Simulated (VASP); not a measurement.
# MnO2 (R-3m) in VASP: further runs, part 2 of 2

VASP 6.6.1.

## Step 3: Single point, PBE, collinear spin, ferromagnetic start

Contents of INCAR:

```
SYSTEM = MnO2
ALGO = Normal ; EDIFF = 1E-6
ENCUT = 700 ; GGA = PE
GGA_COMPAT = .FALSE. ; ISIF = 2
ISMEAR = 0 ; ISPIN = 2
LASPH = .TRUE. ; LCHARG = .FALSE.
LMAXMIX = 4 ; LORBIT = 11
LREAL = .FALSE. ; LWAVE = .FALSE.
MAGMOM = 2.74 0 0 ; NBANDS = 24
NELM = 200 ; PREC = Accurate
SIGMA = 0.1
```

Contents of KPOINTS:

```
k-points
0
G
  3 3 3
  0 0 0
```

Contents of POSCAR:

```
MnO2
1.0
    1.4284348394      0.8247072390      4.5839315268
   -1.4284348394      0.8247072390      4.5839315268
    0.0000000000     -1.6494144781      4.5839315268
Mn O
1 2
Direct
    0.0000000000      0.0000000000      0.0000000000
    0.2643644900      0.2643644900      0.2643644900
    0.7356355100      0.7356355100      0.7356355100
```

Potentials or basis: VASP PAW PBE potentials, release 64 (Mn_sv, O).

Launch:

```console
cat potpaw_PBE.64/Mn_sv/POTCAR potpaw_PBE.64/O/POTCAR > POTCAR
mpirun -np 1 vasp_std > vasp.out
```

OUTCAR:

```text
SYSTEM = MnO2
   EDIFF = 1E-6
   ENCUT = 700
   GGA = PE
   ISIF = 2
   ISMEAR = 0
   ISPIN = 2
   LASPH = .TRUE.
   LORBIT = 11
   LREAL = .FALSE.
   NELM = 200
   PREC = Accurate

 ion  position               nearest neighbor table
   1  0.000  0.000  0.000-   3 1.90   2 1.90   3 1.90   3 1.90   2 1.90   2 1.90
   2  0.264  0.264  0.264-   1 1.90   1 1.90   1 1.90
   3  0.736  0.736  0.736-   1 1.90   1 1.90   1 1.90

  LATTYP: Found a trigonal (rhomboedric) cell.
 ALAT       =     4.8716523237
 COS(alpha) =     0.8280515398

  Lattice vectors:

 A1 = (   1.4284348394,   0.8247072390,   4.5839315268)
 A2 = (  -1.4284348394,   0.8247072390,   4.5839315268)
 A3 = (   0.0000000000,  -1.6494144781,   4.5839315268)

Analysis of symmetry for initial positions (statically):
=====================================================================
 Subroutine PRICEL returns:
 Original cell was already a primitive cell.

 Routine SETGRP: Setting up the symmetry group for a
 trigonal (rhombohedral) supercell.

 Subroutine GETGRP returns: Found 12 space group operations
 (whereof 12 operations were pure point group operations)
 out of a pool of 12 trial point group operations.

The static configuration has the point symmetry D_3d.

Analysis of symmetry for dynamics (positions and initial velocities):
=====================================================================
 Subroutine PRICEL returns:
 Original cell was already a primitive cell.

 Routine SETGRP: Setting up the symmetry group for a
 trigonal (rhombohedral) supercell.

 Subroutine GETGRP returns: Found 12 space group operations
 (whereof 12 operations were pure point group operations)
 out of a pool of 12 trial point group operations.

The dynamic configuration has the point symmetry D_3d.

Analysis of structural, dynamic, and magnetic symmetry:
[... 138 lines left out ...]
  ---------------------------------------------------
  free energy    TOTEN  =       -23.98486152 eV

  energy without entropy =      -23.98486152  energy(sigma->0) =      -23.98486152

 E-fermi :   4.8275     XC(G=0): -10.8638

 val. band max:        4.3386381976   @ k =   0.3333   0.3333   0.3333
 cond. band min:       5.3149889153   @ k =   0.0000   0.0000   0.0000
 fundamental gap:      0.9763507177
 Fermi energy:         4.8275367774

 spin component 1

 k-point     1 :       0.0000    0.0000    0.0000
  band No.  band energies     occupation
      1     -77.2017      1.00000
      2     -45.8645      1.00000
      3     -45.8280      1.00000
      4     -45.8280      1.00000
      5     -15.1808      1.00000
      6     -12.8403      1.00000
[... 151 lines left out ...]
     23      23.1200      0.00000
     24      25.4999      0.00000
 Fermi energy:         4.8275367774

 spin component 2

 k-point     1 :       0.0000    0.0000    0.0000
  band No.  band energies     occupation
      1     -73.9757      1.00000
      2     -42.7401      1.00000
      3     -42.7401      1.00000
      4     -42.5720      1.00000
      5     -15.0439      1.00000
      6     -12.7545      1.00000
[... 151 lines left out ...]
     23      23.8543      0.00000
     24      26.3321      0.00000

------------------------ aborting loop because EDIFF is reached ----------------------------------------

  FORCE on cell =-STRESS in cart. coord.  units (eV):
  Direction    XX          YY          ZZ          XY          YZ          ZX
  --------------------------------------------------------------------------------------
  -------------------------------------------------------------------------------------
  Total        1.0745890      1.0745890      0.8546647      0.0000000     -0.0000000      0.0000000
  in kB       53.1377726     53.1377726     42.2626498      0.0000000     -0.0000000      0.0000000
  external PRESSURE =      49.5127317 kB  Pullay stress =       0.0000000 kB

 VOLUME and BASIS-vectors are now :
 -----------------------------------------------------------------------------
  energy-cutoff  :      700.00
  volume of cell :       32.40
      direct lattice vectors                 reciprocal lattice vectors
     1.428434839  0.824707239  4.583931527     0.350033468  0.202091917  0.072717782
    -1.428434839  0.824707239  4.583931527    -0.350033468  0.202091917  0.072717782
     0.000000000 -1.649414478  4.583931527     0.000000000 -0.404183833  0.072717782

 POSITION                                       TOTAL-FORCE (eV/Angst)
 -----------------------------------------------------------------------------------
      0.00000      0.00000      0.00000         0.000000     -0.000000      0.000000
      0.00000     -0.00000      3.63549         0.000000      0.000000     -0.249044
      0.00000     -0.00000     10.11631         0.000000     -0.000000      0.249044
 -----------------------------------------------------------------------------------
    total drift:                               -0.000000     -0.000000      0.000000

  FREE ENERGIE OF THE ION-ELECTRON SYSTEM (eV)
  ---------------------------------------------------
  free  energy   TOTEN  =       -23.9848615224 eV

  energy  without entropy=      -23.9848615224  energy(sigma->0) =      -23.98486152

 total charge

# of ion       s       p       d       tot
------------------------------------------
    1        2.205   6.114   4.452  12.771
    2        1.577   3.427   0.000   5.005
    3        1.577   3.427   0.000   5.005
--------------------------------------------------
tot          5.360  12.969   4.452  22.781

 magnetization (x)

# of ion       s       p       d       tot
------------------------------------------
    1        0.025   0.018   2.708   2.751
    2        0.004   0.024   0.000   0.028
    3        0.004   0.024   0.000   0.028
--------------------------------------------------
tot          0.034   0.066   2.708   2.808
```

stdout:

```text
POSCAR found type information on POSCAR MnO
 POSCAR found :  2 types and       3 ions
 scaLAPACK will be used
 LDA part: xc-table for (Slater+PW92), standard interpolation
 POSCAR, INCAR and KPOINTS ok, starting setup
 FFT: planning ... GRIDC
 FFT: planning ... GRID_SOFT
 FFT: planning ... GRID
 WAVECAR not read
 entering main loop
```

Wall time 42 s (1 thread of AMD EPYC 7R13 (Zen 3), shared host); peak memory 0.26 GiB.

What came out:

* Free energy: -23.9849 eV
* Pressure: 5.0 GPa
* Largest force: 0.249 eV/Å
* Band gap on the k mesh: 0.98 eV
* Net moment: 3.00 μB per cell
* Site moments: Mn +2.75; O +0.03 μB
* Valence electrons inside the program's atomic spheres: Mn 12.77; O 5.00

Forces on the atoms (eV/Å):
```
Mn   0.000  0.000  0.000
O    0.000  0.000 -0.249
O    0.000  0.000  0.249
```

Caveat: the k points lie up to 0.86 Å⁻¹ apart, too coarse for converged energies, forces and pressures; a cell with one magnetic atom can't hold antiferromagnetic order, which such compounds often take. A k mesh can miss the band edges.

## Step 4: Single point, PBE, collinear spin, ferromagnetic start

Contents of INCAR:

```
SYSTEM = MnO2
PREC = Accurate ; ENCUT = 700
EDIFF = 1E-6 ; ISMEAR = 0
SIGMA = 0.1 ; LREAL = .False.
LASPH = .True. ; NELM = 200
ALGO = Normal ; ISIF = 2
LWAVE = .False. ; LCHARG = .True.
ISPIN = 2 ; MAGMOM = 4 0 0
LORBIT = 11 ; LMAXMIX = 4
GGA = PE ; LELF = .True.
LVHAR = .True. ; NBANDS = 24
GGA_COMPAT = .False.
```

Contents of KPOINTS:

```
regular mesh
0
Gamma
  6 6 6
  0 0 0
```

POSCAR is that of step 3.

Potentials or basis: VASP PAW PBE potentials, release 64 (Mn_sv, O).

Launch:

```console
cat potpaw_PBE.64/Mn_sv/POTCAR potpaw_PBE.64/O/POTCAR > POTCAR
mpirun -np 1 vasp_std > vasp.out
```

OUTCAR:

```text
SYSTEM = MnO2
   PREC = Accurate
   ENCUT = 700
   EDIFF = 1E-6
   ISMEAR = 0
   LREAL = .False.
   LASPH = .True.
   NELM = 200
   ISIF = 2
   ISPIN = 2
   LORBIT = 11
   GGA = PE

 ion  position               nearest neighbor table
   1  0.000  0.000  0.000-   3 1.90   2 1.90   3 1.90   3 1.90   2 1.90   2 1.90
   2  0.264  0.264  0.264-   1 1.90   1 1.90   1 1.90
   3  0.736  0.736  0.736-   1 1.90   1 1.90   1 1.90

  LATTYP: Found a trigonal (rhomboedric) cell.
 ALAT       =     4.8716523237
 COS(alpha) =     0.8280515398

  Lattice vectors:

 A1 = (   1.4284348394,   0.8247072390,   4.5839315268)
 A2 = (  -1.4284348394,   0.8247072390,   4.5839315268)
 A3 = (   0.0000000000,  -1.6494144781,   4.5839315268)

Analysis of symmetry for initial positions (statically):
=====================================================================
 Subroutine PRICEL returns:
 Original cell was already a primitive cell.

 Routine SETGRP: Setting up the symmetry group for a
 trigonal (rhombohedral) supercell.

 Subroutine GETGRP returns: Found 12 space group operations
 (whereof 12 operations were pure point group operations)
 out of a pool of 12 trial point group operations.

The static configuration has the point symmetry D_3d.

Analysis of symmetry for dynamics (positions and initial velocities):
=====================================================================
 Subroutine PRICEL returns:
 Original cell was already a primitive cell.

 Routine SETGRP: Setting up the symmetry group for a
 trigonal (rhombohedral) supercell.

 Subroutine GETGRP returns: Found 12 space group operations
 (whereof 12 operations were pure point group operations)
 out of a pool of 12 trial point group operations.

The dynamic configuration has the point symmetry D_3d.

Analysis of structural, dynamic, and magnetic symmetry:
=====================================================================
 Subroutine PRICEL returns:
 Original cell was already a primitive cell.

 Routine SETGRP: Setting up the symmetry group for a
 trigonal (rhombohedral) supercell.

 Subroutine GETGRP returns: Found 12 space group operations
 (whereof 12 operations were pure point group operations)
 out of a pool of 12 trial point group operations.

The overall configuration has the point symmetry D_3d.

 Subroutine INISYM returns: Found 12 space group operations
 (whereof 12 operations are pure point group operations),
 and found     1 'primitive' translations

----------------------------------------------------------------------------------------

                                     Primitive cell

  volume of cell :      32.4003

  direct lattice vectors                    reciprocal lattice vectors
     1.428434839  0.824707239  4.583931527     0.350033468  0.202091917  0.072717782
    -1.428434839  0.824707239  4.583931527    -0.350033468  0.202091917  0.072717782
     0.000000000 -1.649414478  4.583931527     0.000000000 -0.404183833  0.072717782

  length of vectors
     4.871652324  4.871652324  4.871652324     0.410673163  0.410673163  0.410673163

  position of ions in fractional coordinates (direct lattice)
     0.000000000  0.000000000  0.000000000
[... 74 lines left out ...]
   ISPIN  =      2    spin polarized calculation?
   LNONCOLLINEAR =      F non collinear calculations
   LSORBIT =      F    spin-orbit coupling
   LASPH  =      T    aspherical Exc in radial PAW
   ENCUT  =  700.0 eV  51.45 Ry    7.17 a.u.  10.51 10.51 10.51*2*pi/ulx,y,z
   NELM   =    200;   NELMIN=  2; NELMDL= -5     # of ELM steps
   EDIFF  = 0.1E-05   stopping-criterion for ELM
   LREAL  =      F    real-space projection
   EDIFFG = 0.1E-04   stopping-criterion for IOM
   NSW    =      0    number of steps for IOM
   IBRION =     -1    ionic relax: 0-MD 1-quasi-New 2-CG
   NFREE  =      0    steps in history (QN), initial steepest desc. (CG)
   ISIF   =      2    stress and relaxation
   ISYM   =      2    0-nonsym 1-usesym 2-fastsym
   POTIM  = 0.5000    time-step for ionic-motion
   TEBEG  =    0.0;   TEEND  =   0.0 temperature during run
   PSTRESS=    0.0 pullay stress
   NELECT =      27.0000    total number of electrons
   NUPDOWN=      -1.0000    fix difference up-down
   EMIN   =  10.00;   EMAX   =-10.00  energy-range for DOS
   EFERMI =   0.00;   METHOD = LEGACY
   ISMEAR =     0;   SIGMA  =   0.10  broadening in eV -4-tet -1-fermi 0-gaus
   EFERMI_NEDOS =   21; number of points for ismear=-14 and -15
   IALGO  =     38    algorithm
   IMIX   =      4    mixing-type and parameters
     AMIX     =   0.40;   BMIX     =  1.00
     AMIX_MAG =   1.60;   BMIX_MAG =  1.00
  volume/ion in A,a.u.               =      10.80        72.88
  Fermi-wavevector in a.u.,A,eV,Ry     =   1.540563  2.911243 32.291187  2.373335
  Thomas-Fermi vector in A             =   2.646633
   LORBIT       =     11    0 simple, 1 ext, 2 COOP (PROOUT), +10 PAW based schemes
   GGA     = PE    functional components
   LHFCALC =     F    Hartree Fock is set to
   AEXX    =    0.0000 exact exchange contribution
   IVDW    =     0    specifies the selected vdW correction
   LEPSILON=     F    determine dielectric tensor
   LRPA    =     F    only Hartree local field effects (RPA)
 spin polarized calculation
 Gauss-broadening in eV      SIGMA  =   0.10
  energy-cutoff  :      700.00
  volume of cell :       32.40
 maximum number of plane-waves:      1376
   NGX = 21   NGY = 21   NGZ = 21

 number of electron      27.0000001 magnetization       3.0005279

 Free energy of the ion-electron system (eV)
  ---------------------------------------------------
  ext. energy  EPLUGINS =         0.00000000
  ---------------------------------------------------
  free energy    TOTEN  =       -24.02091741 eV

  energy without entropy =      -24.02091741  energy(sigma->0) =      -24.02091741

 E-fermi :   4.8486     XC(G=0): -10.8677

 val. band max:        4.4178204982   @ k =   0.5000   0.3333   0.3333
 cond. band min:       5.3050921263   @ k =   0.0000   0.0000   0.0000
 fundamental gap:      0.8872716281
 Fermi energy:         4.8486291699

 spin component 1

 k-point     1 :       0.0000    0.0000    0.0000
  band No.  band energies     occupation
      1     -77.1693      1.00000
      2     -45.8136      1.00000
      3     -45.8061      1.00000
      4     -45.8061      1.00000
      5     -15.2006      1.00000
      6     -12.8676      1.00000
[... 637 lines left out ...]
     23      23.0439      0.00000
     24      25.6989      0.00000

 [... further k-points ...]

 spin component 2

 k-point     1 :       0.0000    0.0000    0.0000
  band No.  band energies     occupation
      1     -73.9732      1.00000
      2     -42.7386      1.00000
      3     -42.7386      1.00000
      4     -42.5694      1.00000
      5     -15.0422      1.00000
      6     -12.7564      1.00000
[... 637 lines left out ...]
     23      23.6094      0.00000
     24      26.3528      0.00000

 [... further k-points ...]

------------------------ aborting loop because EDIFF is reached ----------------------------------------

  FORCE on cell =-STRESS in cart. coord.  units (eV):
  Direction    XX          YY          ZZ          XY          YZ          ZX
  --------------------------------------------------------------------------------------
  -------------------------------------------------------------------------------------
  Total        1.0070294      1.0070294      0.8041846      0.0000000     -0.0000000      0.0000000
  in kB       49.7969920     49.7969920     39.7664417      0.0000000     -0.0000000      0.0000000
  external PRESSURE =      46.4534752 kB  Pullay stress =       0.0000000 kB

 VOLUME and BASIS-vectors are now :
 -----------------------------------------------------------------------------
  energy-cutoff  :      700.00
  volume of cell :       32.40
      direct lattice vectors                 reciprocal lattice vectors
     1.428434839  0.824707239  4.583931527     0.350033468  0.202091917  0.072717782
    -1.428434839  0.824707239  4.583931527    -0.350033468  0.202091917  0.072717782
     0.000000000 -1.649414478  4.583931527     0.000000000 -0.404183833  0.072717782

 POSITION                                       TOTAL-FORCE (eV/Angst)
 -----------------------------------------------------------------------------------
      0.00000      0.00000      0.00000        -0.000000      0.000000     -0.000000
      0.00000     -0.00000      3.63549         0.000000      0.000000     -0.193612
      0.00000     -0.00000     10.11631         0.000000     -0.000000      0.193612
 -----------------------------------------------------------------------------------
    total drift:                               -0.000000     -0.000000      0.000000

  FREE ENERGIE OF THE ION-ELECTRON SYSTEM (eV)
  ---------------------------------------------------
  free  energy   TOTEN  =       -24.0209174121 eV

  energy  without entropy=      -24.0209174121  energy(sigma->0) =      -24.02091741

 total charge

# of ion       s       p       d       tot
------------------------------------------
    1        2.206   6.113   4.457  12.775
    2        1.578   3.425   0.000   5.003
    3        1.578   3.425   0.000   5.003
--------------------------------------------------
tot          5.362  12.962   4.457  22.781

 magnetization (x)

# of ion       s       p       d       tot
------------------------------------------
    1        0.024   0.018   2.684   2.726
    2        0.004   0.039   0.000   0.043
    3        0.004   0.039   0.000   0.043
--------------------------------------------------
tot          0.031   0.096   2.684   2.811
```

It took 2.8 min on 1 thread of Intel Xeon Platinum 8375C at 2.90GHz (Ice Lake), shared host; peak memory 0.32 GiB.

Results:

* Free energy: -24.0209 eV
* Pressure: 4.6 GPa
* Largest force: 0.194 eV/Å
* Band gap on the k mesh: 0.89 eV (least direct gap 0.93 eV)
* Net moment: 3.00 μB per cell
* Site moments: Mn +2.73; O +0.04 μB
* Valence electrons inside the program's atomic spheres: Mn 12.78; O 5.00

Forces on the atoms (eV/Å):
```
Mn   0.000  0.000  0.000
O    0.000  0.000 -0.194
O    0.000  0.000  0.194
```

Caveat: the k points lie up to 0.43 Å⁻¹ apart; a cell with one magnetic atom can't hold antiferromagnetic order, which such compounds often take.

## Step 5: Overview

```csv
level,k mesh,smearing,gap on the mesh (eV),pressure (GPa),moment (μB),largest force (eV/Å)
BLYP,3 × 3 × 3,tetrahedron,0.83,10.8,3.00,0.51
PBE,3 × 3 × 3,gaussian 0.1 eV,0.98,5.0,3.00,0.25
PBE,6 × 6 × 6,gaussian 0.1 eV,0.89,4.6,3.00,0.19
```

Alike in all rows: task single point; potentials or basis VASP PAW PBE potentials, release 64 (Mn_sv, O); spin collinear, ferromagnetic start; cell as given; cutoff (eV) 700.

Caveats: all runs use coarse meshes; a cell with one magnetic atom can't hold antiferromagnetic order, which such compounds often take; the PAW data sets were made with another functional, which shifts forces and pressure a little (at least some runs).

Absolute energies hang on the potentials; compare differences alone.
